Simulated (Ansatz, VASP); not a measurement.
**Two plane-wave programs on Ge4H**

```xyz
5
Lattice="4.0304 0.0000 0.0000 0.0000 4.0304 0.0000 0.0000 0.0000 21.6417" Properties=species:S:1:pos:R:3 pbc="T T T"
Ge    0.0000    2.0152    4.0000
Ge    0.0000    0.0000    5.4249
Ge    2.0152    0.0000    6.9179
Ge    2.0152    2.0152    8.3417
H     3.0228    3.0228   10.8417
```

Alike in both runs: task single point; functional PBE; dispersion D3(BJ); k mesh 7 × 7 × 1; occupations gaussian, width 0.1 eV; no spin polarisation.

|  | VASP | Ansatz |
| --- | --- | --- |
| version | VASP 6.6.1 | Ansatz 0.2.0 |
| potentials or method | VASP PAW PBE potentials, release 64 (Ge_d, H), cutoff 520 eV | scalar-relativistic, plane waves, PAW |
| valence electrons in the cell | 57 | 57 |

```tsv
	VASP	Ansatz	Ansatz less VASP
gap on the k mesh at the Fermi level (eV)	none	none	-
rms of the force components (eV/Å)	0.475	0.474	-0.0002
work function, face that differs most (eV)	4.94	4.94	-0.001
```

Atom by atom the forces differ by 0.001 eV/Å (rms over components). A gap of «none» marks a metal or a gap that the smearing closes.
